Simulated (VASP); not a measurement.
**Be: single point with PBE**

The system is Be.

```
Be
1.0
     2.29549    0.00000    0.00000
    -1.14774    1.98795    0.00000
     0.00000    0.00000    3.60553
Be
2
Direct
  0.33333 0.66667 0.25000
  0.66667 0.33333 0.75000
```

This cell differs from its parent crystal: volume scaled by 1.04.

```json
{
 "Program": "VASP 6.6.1",
 "Task": "single point",
 "Functional": "PBE",
 "Potentials or basis": "VASP PAW PBE potentials, release 64 (Be)",
 "Cutoff": "520 eV",
 "k mesh": "26 × 26 × 15",
 "Occupations": "fermi-dirac, width 0.1 eV",
 "Spin": "no spin polarisation"
}
```

```
Pressure               : -4.4 GPa
Band gap on the k mesh : zero (band 2 reaches 7.78 eV, above the bottom of band 3 at 6.12 eV)
```

Stress tensor (GPa, compression positive):
```
-4.57  0.00  0.00
 0.00 -4.57  0.00
 0.00  0.00 -4.10
```

Levels at points of the mesh, in eV from the Fermi level:
| k point | band 1 | band 2 | band 3 | band 4 | band 5 | band 6 | band 7 |
| --- | --- | --- | --- | --- | --- | --- | --- |
| (0.00, 0.00, 0.00) | -11.20 | -4.35 | 0.95 | 15.38 | 15.38 | 18.16 | 18.16 |
| (0.50, 0.00, 0.00) | -4.94 | -3.18 | 3.47 | 6.29 | 6.45 | 9.03 | 9.73 |

Wall time 56 s on 1 thread of Intel(R) Xeon(R) Platinum 8488C (Sapphire Rapids) (shared host), peak memory 0.18 GiB.
